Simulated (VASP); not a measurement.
Set up this calculation in VASP 6.6.1, as the native input.

```
Task                   : single point
Functional             : PBE
Dispersion             : D2
Potentials or basis    : VASP PAW PBE potentials, release 64 (I, Cu)
Cutoff                 : 520 eV
k mesh                 : 5 × 5 × 3
Occupations            : gaussian, width 0.02 eV
Spin                   : no spin polarisation
Further INCAR settings : ALGO = Normal; EDIFF = 1e-07
```

The structure of CuI lies in POSCAR:

```
CuI
1.0
    4.0901961900      0.0000000000      0.0000000000
    0.0000000000      4.0901961900      0.0000000000
    0.0000000000      0.0000000000      6.5514580400
I Cu
2 2
Direct
    0.0000000000      0.5000000000      0.7430343600
    0.5000000000      0.0000000000      0.2569656400
    0.0000000000      0.0000000000      0.0000000000
    0.5000000000      0.5000000000      0.0000000000
```

The input as run:

INCAR

```
PREC = Accurate
ENCUT = 520
EDIFF = 1E-7
ISMEAR = 0
SIGMA = 0.02
LREAL = F
LASPH = T
ALGO = Normal
NELM = 100
ISIF = 2
LWAVE = F
LCHARG = F
IVDW = 1
```

KPOINTS

```
k-points
0
Gamma
  5 5 3
```

Potentials or basis: VASP PAW PBE potentials, release 64 (I, Cu).

The run is started by

```sh
$ cat potpaw_PBE.64/I/POTCAR potpaw_PBE.64/Cu/POTCAR > POTCAR
$ mpirun -np 1 vasp_std > vasp.out
```

It gave:

* Pressure: -0.4 GPa
* Largest force: 0.191 eV/Å
* Band gap on the k mesh: 1.62 eV
* Dispersion energy per atom: -0.280 eV

Caveat: spin-orbit coupling is left out, which moves the levels of the heavy elements.

Wall time 36 s on 1 thread of Intel(R) Xeon(R) Platinum 8259CL CPU @ 2.50GHz (Skylake/Cascade Lake), on a shared host, peak memory 0.21 GiB.
